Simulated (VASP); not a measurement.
Here is a VASP 6.6.1 calculation.

Contents of INCAR:

```
SYSTEM = Mg5Se2
PREC = Accurate ; ENCUT = 520
EDIFF = 1E-6 ; ISMEAR = 0
SIGMA = 0.1 ; LREAL = .False.
LASPH = .True. ; NELM = 100
ALGO = Normal ; ISIF = 2
LWAVE = .False. ; LCHARG = .False.
GGA = PE ; NBANDS = 20
```

KPOINTS

```
Automatic mesh
0
Gamma
  4 4 6
  0 0 0
```

Contents of POSCAR:

```
Mg5Se2
1.0
    6.3622797979     -3.5549113949     -0.4718475887
    6.3622797979      3.5549113949     -0.4718475887
   -0.8642036036      0.0000000000      3.7870535675
Mg Se
5 2
Direct
    0.0000000000      0.0000000000      0.0000000000
    0.8371064260      0.4020683247      0.6200838191
    0.5979316753      0.1628935740      0.3799161809
    0.1628935740      0.5979316753      0.3799161809
    0.4020683247      0.8371064260      0.6200838191
    0.2739876365      0.2739876365      0.7745852275
    0.7260123635      0.7260123635      0.2254147725
```

Potentials or basis: VASP PAW PBE potentials, release 64 (Mg, Se).

Launch:

```bash
$ cat potpaw_PBE.64/Mg/POTCAR potpaw_PBE.64/Se/POTCAR > POTCAR
$ mpirun -np 1 vasp_std > vasp.out
```

Q: Estimate the largest force.

A: 0.015 eV/Å.

Q: What does it give for the band gap on the k mesh?

A: Zero (bands 11 and 12 overlap by 1.57 eV).

Stress tensor (GPa, compression positive):
```
 0.23  0.00 -0.11
 0.00 -0.12  0.00
-0.11  0.00  0.02
```
